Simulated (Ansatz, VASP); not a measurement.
One calculation of Ge, two programs

```xyz
2
Lattice="0.0000 2.7777 2.7777 2.7777 0.0000 2.7777 2.7777 2.7777 0.0000" Properties=species:S:1:pos:R:3 pbc="T T T"
Ge    0.0000    0.0000    0.0000
Ge    1.3888    1.3888    1.3888
```

Alike in both runs: task single point; functional PBEsol; k mesh 6 × 6 × 6; no spin polarisation.

|  | VASP | Ansatz |
| --- | --- | --- |
| version | VASP 6.6.1 | Ansatz 0.2.0 |
| potentials or method | VASP PAW PBE potentials, release 64 (Ge_d), cutoff 500 eV | plane waves, PAW |
| occupations | gaussian, width 0.01 eV | fixed |
| valence electrons in the cell | 28 | 28 |

```tsv
	VASP	Ansatz	Ansatz less VASP
pressure (GPa)	4.8	4.9	+0.15
```

VASP's potentials were made for PBE, not for PBEsol.
